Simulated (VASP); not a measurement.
Set up this calculation in VASP 6.6.1, as the native input.

| Item | Value |
| --- | --- |
| Task | single point |
| Functional | PBE |
| Potentials or basis | VASP PAW PBE potentials, release 64 (W_sv, Se) |
| Cutoff | 520 eV |
| k mesh | 12 × 12 × 2 |
| Occupations | gaussian, width 0.02 eV |
| Spin | no spin polarisation |
| Dipole correction | no |
| Further INCAR settings | ALGO = Normal; EDIFF = 1e-06; NBANDS = 35 |

The structure of WSe2 lies in POSCAR:

```
WSe2
1.0
    3.3158245214      0.0000000000      0.0000000000
   -1.6579122607      2.8715882701      0.0000000000
    0.0000000000      0.0000000000     14.3841679436
W Se
2 4
Direct
    0.3333333333      0.6666666667      0.2500000000
    0.6666666667      0.3333333333      0.7500000000
    0.3333333333      0.6666666667      0.6332622302
    0.6666666667      0.3333333333      0.1332622302
    0.3333333333      0.6666666667      0.8667377698
    0.6666666667      0.3333333333      0.3667377698
```

This cell differs from its parent crystal: volume scaled by 0.94, then relaxed in part.

The input as run:

INCAR

```
SYSTEM = WSe2
PREC = Accurate
ENCUT = 520
EDIFF = 1E-6
ISMEAR = 0
SIGMA = 0.02
LREAL = .FALSE.
LASPH = .TRUE.
NELM = 100
ALGO = Normal
ISIF = 2
LWAVE = .FALSE.
LCHARG = .FALSE.
GGA = PE
NBANDS = 35
```

KPOINTS

```
regular mesh
0
G
  12 12 2
  0 0 0
```

Potentials or basis: VASP PAW PBE potentials, release 64 (W_sv, Se).

Command:

```sh
$ cat potpaw_PBE.64/W_sv/POTCAR potpaw_PBE.64/Se/POTCAR > POTCAR
$ mpirun -np 1 vasp_std > vasp.out
```

Results of the run:

- Pressure: 0.6 GPa
- Largest force: 0.052 eV/Å
- Band gap on the k mesh: 1.38 eV, indirect (least direct gap 1.52 eV)

Caveat: spin-orbit coupling is left out, which moves the levels of the heavy elements; this functional lacks dispersion, which binds the layers, so the pressure and a relaxed spacing across them are unreliable.

Wall time 2.1 min on 1 thread of Intel(R) Xeon(R) 6975P-C (Granite Rapids), with other jobs on the host, peak memory 0.36 GiB.
